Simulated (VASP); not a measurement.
A run of VASP 6.6.1 is set up as follows.

Contents of INCAR:

```
SYSTEM = GaC18
PREC     = Accurate       ! precision mode
ENCUT    = 520            ! plane-wave cutoff, eV
EDIFF    = 1E-6           ! SCF threshold, eV
ISMEAR   = 0              ! smearing method
SIGMA    = 0.05           ! smearing width, eV
LREAL    = Auto         
LASPH    = .TRUE.         ! aspherical terms in the spheres
NELM     = 150            ! most SCF steps
ALGO     = Normal         ! electronic algorithm
ISIF     = 2              ! what is computed and relaxed
LWAVE    = .FALSE.        ! write WAVECAR
LCHARG   = .FALSE.        ! write CHGCAR
ISPIN    = 2              ! spin polarisation
MAGMOM   = 0 0 0 0 0 0 0 0 0 0 0 0 0 0 0 0 0 0 0 ! initial moments
LORBIT   = 11             ! projections on sites
GGA      = PS             ! functional
NBANDS   = 62             ! bands
```

KPOINTS

```
Automatic mesh
0
G
  2 2 1
  0 0 0
```

File POSCAR:

```
GaC18
1.0
    7.3980000000      0.0000000000      0.0000000000
   -3.6990000000      6.4068560000      0.0000000000
    0.0000000000      0.0000000000     12.0000000000
C Ga
18 1
Direct
   -0.0011752713     -0.0011394044      0.0800851667
    0.2210242826      0.1100155833      0.0801080833
   -0.0014450093      0.3310756477      0.0819779167
    0.2211755010      0.4423309967      0.0819925833
   -0.0022315631      0.6654903747      0.0782267500
    0.2219842847      0.7777290453      0.0772650833
    0.3330284296      0.0003285543      0.0790915000
    0.5546873458      0.1099718801      0.0804856667
    0.3324857675      0.3318633976      0.0813543333
    0.5543407389      0.4430502262      0.0807780000
    0.3331565329      0.6652303407      0.0806394167
    0.5552988112      0.7768933780      0.0808289167
    0.6656056738     -0.0013050083      0.0805034167
    0.8874599038      0.1093531679      0.0812110000
    0.6648114729      0.3316637677      0.0811154167
    0.8867988465      0.4420394340      0.0811854167
    0.6653245458      0.6652857501      0.0807189167
    0.8869517760      0.7771811946      0.0795473333
    0.1259954112      0.6593079351      0.2603845833
```

Potentials or basis: VASP PAW PBE potentials, release 64 (C, Ga_d).

Command:

```bash
$ cat potpaw_PBE.64/C/POTCAR potpaw_PBE.64/Ga_d/POTCAR > POTCAR
$ mpirun -np 1 vasp_std > vasp.out
```

Q: Estimate the net moment.

A: 0.00 μB per cell.

Q: What does it give for the largest force?

A: 0.236 eV/Å.

Forces in eV/Å, atoms in the order of the input:
```
C   -0.010  0.011 -0.001
C   -0.008  0.017 -0.004
C    0.004  0.008  0.008
C    0.003  0.018  0.010
C   -0.004  0.023 -0.010
C    0.000  0.018 -0.013
C   -0.004 -0.003 -0.009
C   -0.009  0.014  0.003
C   -0.018  0.010  0.002
C   -0.008  0.014  0.003
C   -0.001  0.017 -0.004
C   -0.017  0.000  0.005
C    0.000  0.011  0.001
C   -0.001  0.013  0.000
C    0.000  0.004  0.002
C   -0.009  0.019  0.002
C   -0.008  0.016 -0.004
C    0.002  0.007 -0.007
Ga   0.090 -0.217  0.015
```

Caveat: the k points lie up to 0.49 Å⁻¹ apart; the PAW data sets were made with another functional, which shifts forces and pressure a little.
